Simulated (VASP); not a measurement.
# LiF (Fm-3m) in VASP: further runs

Runs on LiF. Level: LDA. Tasks: relaxation of cell and atoms.

Program: VASP 6.6.1. These are calculated values, not measurements. Logs are shortened: lines on timing, memory, paths and dates and some standing lists are left out, and cuts for length are marked.

**1. The cell of the first run**

It takes space group Fm-3m (No. 225, cubic). The conventional cell has a = 3.778 Å, b = 3.778 Å, c = 3.778 Å, α = 90.00°, β = 90.00°, γ = 90.00°. Within 2.5 Å of Li (site symmetry m-3m) lie 6 F at 1.89 Å. Within 2.5 Å of F (site symmetry m-3m) lie 6 Li at 1.89 Å.

**2. Relaxation of cell and atoms, LDA, target pressure 22 GPa, at which the enthalpy is minimised**

File INCAR:

```
ALGO     = Normal         # electronic algorithm
EDIFF    = 1E-6           # SCF threshold, eV
EDIFFG   = -0.001         # ionic threshold
ENCUT    = 600            # plane-wave cutoff, eV
IBRION   = 2              # ionic algorithm
ISIF     = 3              # what is computed and relaxed
ISMEAR   = 0              # smearing method
LASPH    = T              # aspherical terms in the spheres
LCHARG   = F              # write CHGCAR
LREAL    = F              # projectors in reciprocal space
LWAVE    = F              # write WAVECAR
NELM     = 60             # most SCF steps
NSW      = 80             # ionic steps
PREC     = Accurate       # precision mode
PSTRESS  = 220.0        
SIGMA    = 0.01           # smearing width, eV
```

File KPOINTS:

```
k-points
0
Gamma
  10 10 10
```

File POSCAR:

```
LiF
1.0
    0.0000000000      1.8891793723      1.8891793723
    1.8891793723      0.0000000000      1.8891793723
    1.8891793723      1.8891793723      0.0000000000
Li F
1 1
Direct
    0.0000000000      0.0000000000      0.0000000000
    0.5000000000      0.5000000000      0.5000000000
```

Potentials or basis: VASP PAW LDA potentials, release 64 (Li_sv, F).

Launch:

```console
$ cat potpaw_LDA.64/Li_sv/POTCAR potpaw_LDA.64/F/POTCAR > POTCAR
$ mpirun -np 1 vasp_std > vasp.out
```

OUTCAR:

```text
EDIFF = 1E-6
   EDIFFG = -0.001
   ENCUT = 600
   IBRION = 2
   ISIF = 3
   ISMEAR = 0
   LASPH = T
   LREAL = F
   NELM = 60
   NSW = 80
   PREC = Accurate
   PSTRESS = 220.0

 ion  position               nearest neighbor table
   1  0.000  0.000  0.000-   2 1.89   2 1.89   2 1.89   2 1.89   2 1.89   2 1.89
   2  0.500  0.500  0.500-   1 1.89   1 1.89   1 1.89   1 1.89   1 1.89   1 1.89

  LATTYP: Found a face centered cubic cell.
 ALAT       =     3.7783587446

  Lattice vectors:

 A1 = (   0.0000000000,   1.8891793723,   1.8891793723)
 A2 = (   1.8891793723,   0.0000000000,   1.8891793723)
 A3 = (   1.8891793723,   1.8891793723,   0.0000000000)

Analysis of symmetry for initial positions (statically):
=====================================================================
 Subroutine PRICEL returns:
 Original cell was already a primitive cell.

 Routine SETGRP: Setting up the symmetry group for a
 face centered cubic supercell.

 Subroutine GETGRP returns: Found 48 space group operations
 (whereof 48 operations were pure point group operations)
 out of a pool of 48 trial point group operations.

The static configuration has the point symmetry O_h .

Analysis of symmetry for dynamics (positions and initial velocities):
=====================================================================
 Subroutine PRICEL returns:
 Original cell was already a primitive cell.

 Routine SETGRP: Setting up the symmetry group for a
 face centered cubic supercell.

 Subroutine GETGRP returns: Found 48 space group operations
 (whereof 48 operations were pure point group operations)
 out of a pool of 48 trial point group operations.

The dynamic configuration has the point symmetry O_h .

 Subroutine INISYM returns: Found 48 space group operations
 (whereof 48 operations are pure point group operations),
 and found     1 'primitive' translations

----------------------------------------------------------------------------------------

                                     Primitive cell

  volume of cell :      13.4850

  direct lattice vectors                    reciprocal lattice vectors
     0.000000000  1.889179372  1.889179372    -0.264665181  0.264665181  0.264665181
     1.889179372  0.000000000  1.889179372     0.264665181 -0.264665181  0.264665181
     1.889179372  1.889179372  0.000000000     0.264665181  0.264665181 -0.264665181

  length of vectors
     2.671703090  2.671703090  2.671703090     0.458413540  0.458413540  0.458413540

  position of ions in fractional coordinates (direct lattice)
     0.000000000  0.000000000  0.000000000
     0.500000000  0.500000000  0.500000000

  ion indices of the primitive-cell ions
   primitive index   ion index
                 1           1
                 2           2

----------------------------------------------------------------------------------------

 KPOINTS: k-points

Automatic generation of k-mesh.
 Grid dimensions read from file:
 generate k-points for:   10   10   10

 Generating k-lattice:

  Cartesian coordinates                     Fractional coordinates (reciprocal lattice)
    -0.026466518  0.026466518  0.026466518     0.100000000  0.000000000  0.000000000
     0.026466518 -0.026466518  0.026466518     0.000000000  0.100000000  0.000000000
     0.026466518  0.026466518 -0.026466518     0.000000000  0.000000000  0.100000000

  Length of vectors
     0.045841354  0.045841354  0.045841354

  Shift w.r.t. Gamma in fractional coordinates (k-lattice)
     0.000000000  0.000000000  0.000000000

 Subroutine IBZKPT returns following result:
 ===========================================

 Found     47 irreducible k-points:

 Following reciprocal coordinates:
            Coordinates               Weight
  0.000000  0.000000  0.000000      1.000000
  0.100000  0.000000  0.000000      8.000000
  0.200000  0.000000  0.000000      8.000000
  0.300000  0.000000  0.000000      8.000000
  0.400000  0.000000  0.000000      8.000000
  0.500000  0.000000  0.000000      4.000000
[... 16 lines left out ...]
  0.300000  0.300000  0.000000      6.000000
  0.400000  0.300000  0.000000     24.000000
 [... further k-points ...]
   k-points           NKPTS =     47   k-points in BZ     NKDIM =     47   number of bands    NBANDS=      9
   number of dos      NEDOS =    301   number of ions     NIONS =      2
   total plane-waves  NPLWV =  13824
   dimension x,y,z NGX =    24 NGY =   24 NGZ =   24
   dimension x,y,z NGXF=    48 NGYF=   48 NGZF=   48
   ions per type =               1   1
   NGX,Y,Z   is equivalent  to a cutoff of  14.93, 14.93, 14.93 a.u.
   NGXF,Y,Z  is equivalent  to a cutoff of  29.87, 29.87, 29.87 a.u.
 SYSTEM =  unknown system
   PREC   = accura    normal or accurate (medium, high low for compatibility)
   ISTART =      0    job   : 0-new  1-cont  2-samecut
   ICHARG =      2    charge: 1-file 2-atom 10-const
   ISPIN  =      1    spin polarized calculation?
   LNONCOLLINEAR =      F non collinear calculations
   LSORBIT =      F    spin-orbit coupling
   LASPH  =      T    aspherical Exc in radial PAW
   ENCUT  =  600.0 eV  44.10 Ry    6.64 a.u.   5.34  5.34  5.34*2*pi/ulx,y,z
   NELM   =     60;   NELMIN=  2; NELMDL= -5     # of ELM steps
   EDIFF  = 0.1E-05   stopping-criterion for ELM
   LREAL  =      F    real-space projection
   EDIFFG = -.1E-02   stopping-criterion for IOM
   NSW    =     80    number of steps for IOM
   IBRION =      2    ionic relax: 0-MD 1-quasi-New 2-CG
   NFREE  =      1    steps in history (QN), initial steepest desc. (CG)
   ISIF   =      3    stress and relaxation
   ISYM   =      2    0-nonsym 1-usesym 2-fastsym
   POTIM  = 0.5000    time-step for ionic-motion
   TEBEG  =    0.0;   TEEND  =   0.0 temperature during run
   PSTRESS=  220.0 pullay stress
   NELECT =      10.0000    total number of electrons
   NUPDOWN=      -1.0000    fix difference up-down
   EMIN   =  10.00;   EMAX   =-10.00  energy-range for DOS
   EFERMI =   0.00;   METHOD = LEGACY
   ISMEAR =     0;   SIGMA  =   0.01  broadening in eV -4-tet -1-fermi 0-gaus
   EFERMI_NEDOS =   21; number of points for ismear=-14 and -15
   IALGO  =     38    algorithm
   IMIX   =      4    mixing-type and parameters
     AMIX     =   0.40;   BMIX     =  1.00
     AMIX_MAG =   1.60;   BMIX_MAG =  1.00
  volume/ion in A,a.u.               =       6.74        45.50
  Fermi-wavevector in a.u.,A,eV,Ry     =   1.481807  2.800209 29.875019  2.195752
  Thomas-Fermi vector in A             =   2.595671
   LORBIT       =      0    0 simple, 1 ext, 2 COOP (PROOUT), +10 PAW based schemes
   GGA     = CA    functional components
   LHFCALC =     F    Hartree Fock is set to
   AEXX    =    0.0000 exact exchange contribution
   IVDW    =     0    specifies the selected vdW correction
   LEPSILON=     F    determine dielectric tensor
   LRPA    =     F    only Hartree local field effects (RPA)
 conjugate gradient relaxation of ions
 non-spin polarized calculation
 Gauss-broadening in eV      SIGMA  =   0.01
  energy-cutoff  :      600.00
  volume of cell :       13.48
 maximum number of plane-waves:       464
 NGX is ok and might be reduce to    24
   NGX = 11   NGY = 11   NGZ = 11

--------------------------------------- Ionic step        1  -------------------------------------------

 number of electron      10.0000000 magnetization

 number of electron       9.9999995 magnetization

 Free energy of the ion-electron system (eV)
  ---------------------------------------------------
  ext. energy  EPLUGINS =         0.00000000
  ---------------------------------------------------
  free energy    TOTEN  =       -10.45421587 eV

  energy without entropy =      -10.45421587  energy(sigma->0) =      -10.45421587

------------------------ aborting loop because EDIFF is reached ----------------------------------------

  FORCE on cell =-STRESS in cart. coord.  units (eV):
  Direction    XX          YY          ZZ          XY          YZ          ZX
  --------------------------------------------------------------------------------------
  -------------------------------------------------------------------------------------
  Total        0.8731178      0.8731178      0.8731178      0.0000000      0.0000000      0.0000000
  in kB      103.7370327    103.7370327    103.7370327      0.0000000      0.0000000      0.0000000
  external PRESSURE =    -116.2629673 kB  Pullay stress =     220.0000000 kB
[... 137 lines left out ...]
  enthalpy is  TOTEN    =        -8.6416210740 eV   P V=        1.7106256992

--------------------------------------- Ionic step        5  -------------------------------------------

 number of electron      10.0000003 magnetization

 Free energy of the ion-electron system (eV)
  ---------------------------------------------------
  ext. energy  EPLUGINS =         0.00000000
  ---------------------------------------------------
  free energy    TOTEN  =       -10.35438301 eV

  energy without entropy =      -10.35438301  energy(sigma->0) =      -10.35438301

 E-fermi :   0.8784     XC(G=0): -12.0801

 val. band max:        0.6900611403   @ k =   0.0000   0.0000   0.0000
 cond. band min:      12.4163866667   @ k =   0.0000   0.0000   0.0000
 fundamental gap:     11.7263255263
 Fermi energy:         0.8784186477

 k-point     1 :       0.0000    0.0000    0.0000
  band No.  band energies     occupation
      1     -38.7679      2.00000
      2     -19.7260      2.00000
      3       0.6901      2.00000
      4       0.6901      2.00000
      5       0.6901      2.00000
      6      12.4164      0.00000
      7      27.3185      0.00000
      8      27.3185      0.00000
      9      27.3185      0.00000
[... 265 lines left out ...]
 k-point    24 :       0.4000    0.3000    0.0000
  band No.  band energies     occupation
      1     -38.5541      2.00000
      2     -18.8698      2.00000
      3      -2.6784      2.00000
      4      -0.6469      2.00000
      5      -0.4790      2.00000
      6      16.1954      0.00000
      7      18.6641      0.00000
      8      21.9195      0.00000
      9      23.4849      0.00000

 [... further k-points ...]
[... 5 lines left out ...]
  --------------------------------------------------------------------------------------
  -------------------------------------------------------------------------------------
  Total        1.7134109      1.7134109      1.7134109      0.0000000      0.0000000      0.0000000
  in kB      220.0847630    220.0847630    220.0847630      0.0000000      0.0000000      0.0000000
  external PRESSURE =       0.0847630 kB  Pullay stress =     220.0000000 kB
[... 17 lines left out ...]
  FREE ENERGIE OF THE ION-ELECTRON SYSTEM (eV)
  ---------------------------------------------------
  free  energy   TOTEN  =       -10.3543830062 eV

  energy  without entropy=      -10.3543830062  energy(sigma->0) =      -10.35438301

  enthalpy is  TOTEN    =        -8.6416320139 eV   P V=        1.7127509923

 reached required accuracy - stopping structural energy minimisation
```

It took 15 s on 1 thread of Intel Xeon Platinum 8259CL at 2.50GHz (Skylake/Cascade Lake), shared host; peak memory 0.12 GiB.

Results:

```
Free energy                                            : -10.3544 eV
Relaxed volume                                         : 6.24 Å³/atom
Relaxed cell                                           : a = 2.603 Å, b = 2.603 Å, c = 2.603 Å, α = 60.00°, β = 60.00°, γ = 60.00°
Space group after relaxing (to 0.05 Å)                 : Fm-3m (No. 225)
Energy change on relaxing (the enthalpy is what falls) : +49.9 meV/atom
Ionic steps                                            : 5
Pressure after relaxing                                : 22.0 GPa
Band gap on the k mesh                                 : 11.73 eV, direct
```

Step by step:
| step | energy change (eV) | largest force (eV/Å) | pressure (GPa) | volume (Å³) |
| --- | --- | --- | --- | --- |
| 1 | 0.0000 | 0.0000 | 10.37 | 13.48 |
| 2 | 0.0892 | 0.0000 | 20.94 | 12.55 |
| 3 | 0.0993 | 0.0000 | 21.93 | 12.48 |
| 4 | 0.1020 | 0.0000 | 22.22 | 12.46 |
| 5 | 0.0998 | 0.0000 | 22.01 | 12.47 |

Final structure:
```
Li F
1.0
     0.00000    1.84070    1.84070
     1.84070    0.00000    1.84070
     1.84070    1.84070    0.00000
Li F
1 1
Direct
  0.00000 0.00000 0.00000
  0.50000 0.50000 0.50000
```

Caveat: the cutoff is under 1.25 times the usual one of these potentials, so pressure, stress and relaxed cells hold a basis-set (Pulay) error; the cell is relaxed towards a set pressure, so the enthalpy falls and the energy may rise.

**3. Relaxation of cell and atoms, LDA**

This run uses another cell than the first one, of 7.47 Å³/atom, 1.107 times its volume.

File INCAR:

```
SYSTEM = LiF
ALGO = Normal
EDIFF = 1E-6
EDIFFG = -0.005
ENCUT = 600
GGA = CA
IBRION = 2
ISIF = 3
ISMEAR = 0
LASPH = .True.
LCHARG = .False.
LREAL = .False.
LWAVE = .False.
NELM = 100
NSW = 100
PREC = Accurate
SIGMA = 0.02
```

File KPOINTS:

```
k-points
0
Gamma
  10 10 10
  0 0 0
```

File POSCAR:

```
LiF
1.0
    0.0000000000      1.9544544216      1.9544544216
    1.9544544216      0.0000000000      1.9544544216
    1.9544544216      1.9544544216      0.0000000000
Li F
1 1
Direct
    0.0000000000      0.0000000000      0.0000000000
    0.5000000000      0.5000000000      0.5000000000
```

Potentials or basis: VASP PAW LDA potentials, release 64 (Li_sv, F).

Launch:

```console
$ cat potpaw_LDA.64/Li_sv/POTCAR potpaw_LDA.64/F/POTCAR > POTCAR
$ mpirun -np 1 vasp_std > vasp.out
```

It took 8.5 s on 1 thread of Intel Xeon Platinum 8259CL at 2.50GHz (Skylake/Cascade Lake), shared host; peak memory 0.12 GiB.

Results (log left out):

- Free energy: -10.5025 eV
- Relaxed volume: 7.41 Å³/atom
- Relaxed cell: a = 2.757 Å, b = 2.757 Å, c = 2.757 Å, α = 60.00°, β = 60.00°, γ = 60.00°
- Space group after relaxing (to 0.05 Å): Fm-3m (No. 225)
- Energy gained by relaxing: 0.1 meV/atom
- Ionic steps: 3
- Pressure after relaxing: 0.0 GPa
- Band gap on the k mesh: 9.76 eV, direct

Step by step:
```
step  energy change (eV)  largest force (eV/Å)  pressure (GPa)  volume (Å³)
   1              0.0000                0.0000           -0.58        14.93
   2             -0.0002                0.0000           -0.27        14.87
   3             -0.0002                0.0000            0.02        14.82
```

Final structure:
```cif
data_structure
_symmetry_space_group_name_H-M 'P 1'
_symmetry_Int_Tables_number 1
_cell_length_a 2.7573
_cell_length_b 2.7573
_cell_length_c 2.7573
_cell_angle_alpha 60.000
_cell_angle_beta 60.000
_cell_angle_gamma 60.000
_cell_volume 14.82
loop_
_atom_site_label
_atom_site_type_symbol
_atom_site_fract_x
_atom_site_fract_y
_atom_site_fract_z
_atom_site_occupancy
Li1 Li 0.00000 0.00000 0.00000 1
F1 F 0.50000 0.50000 0.50000 1
```

Levels at points of the mesh, in eV from the valence-band top:
| k point | band 1 | band 2 | band 3 | band 4 | band 5 | band 6 | band 7 | band 8 | band 9 |
| --- | --- | --- | --- | --- | --- | --- | --- | --- | --- |
| (0.00, 0.00, 0.00) | -39.58 | -19.85 | 0.00 | 0.00 | 0.00 | 9.76 | 24.73 | 24.73 | 24.73 |
| (0.50, 0.00, 0.00) | -39.47 | -19.33 | -2.89 | -0.27 | -0.27 | 10.89 | 17.55 | 19.17 | 19.17 |
| (0.50, 0.50, 0.00) | -39.45 | -18.96 | -3.57 | -1.19 | -1.19 | 15.35 | 16.48 | 18.35 | 20.91 |

Caveat: the cutoff is under 1.25 times the usual one of these potentials, so pressure, stress and relaxed cells hold a basis-set (Pulay) error. Zero-point motion and thermal expansion aren't in these numbers.
